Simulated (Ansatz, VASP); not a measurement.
**MgS in VASP and in Ansatz**

Contents of INCAR:

```
PREC = Accurate
ENCUT = 600
EDIFF = 1E-6
ISMEAR = -1
SIGMA = 0.05
LREAL = False
LASPH = True
NELM = 60
ALGO = Normal
ISIF = 3
LWAVE = False
LCHARG = False
GGA = PS
IVDW = 13
IBRION = 2
NSW = 60
EDIFFG = -0.01
```

The input KPOINTS:

```
regular mesh
0
Gamma
  9 9 9
```

Contents of POSCAR:

```
MgS
1.0
    0.0000000000      2.6016500000      2.6016500000
    2.6016500000      0.0000000000      2.6016500000
    2.6016500000      2.6016500000      0.0000000000
S Mg
1 1
Direct
    0.5000000000      0.5000000000      0.5000000000
    0.0000000000      0.0000000000      0.0000000000
```

input.yaml

```yaml
crystal:
  lattice:
    - [0.0, 2.60165, 2.60165]
    - [2.60165, 0.0, 2.60165]
    - [2.60165, 2.60165, 0.0]
  atoms:
    - { symbol: S, position: [0.5, 0.5, 0.5] }
    - { symbol: Mg, position: [0.0, 0.0, 0.0] }
hamiltonian:
  xc: pbesol
  pseudopotentials: { kind: paw }
  dispersion: d4
kpoints:
  mp_grid: { grid: [9, 9, 9] }
scf:
  occupations: { method: fermi_dirac, width: 0.05 }
output:
  forces: true
  stress: true
  eigenvalues: true
relax:
  f_tol: 0.01
  max_steps: 40
  cell: { stress_tol: 0.05 }
```

Alike in both runs: task relaxation of cell and atoms; functional PBEsol; dispersion D4; k mesh 9 × 9 × 9; occupations fermi-dirac, width 0.05 eV; no spin polarisation.

|  | VASP | Ansatz |
| --- | --- | --- |
| version | VASP 6.6.1 | Ansatz 0.2.0 |
| potentials or method | VASP PAW PBE potentials, release 64 (S, Mg) | Ansatz PAW |
| plane-wave cutoff (eV) | 600 | 420 |
| valence electrons in the cell | 8 | 16 |

Ansatz gave:

```
gap on the k mesh at the Fermi level, each at its own relaxed structure (eV) : 2.90
relaxed volume (Å³/atom)                                                     : 17.07
relaxed cell length with the largest relative difference (Å)                 : 3.641
```

Question: Estimate VASP's values.

Answer: gap on the k mesh at the Fermi level, each at its own relaxed structure (eV): 2.90; relaxed volume (Å³/atom): 17.04; relaxed cell length with the largest relative difference (Å): 3.639.

VASP's potentials were made for PBE, not for PBEsol. VASP's potentials hold 8 valence electrons a cell and Ansatz's 16, so a difference there can come from the potentials and not from the codes.

Noted on Ansatz's run: odd divisions of the mesh miss points on the zone boundary, where band edges often lie, so the gap on the mesh can be too wide; the plane-wave basis is chosen anew once the cell has moved, so the energies of steps on either side of that aren't comparable.
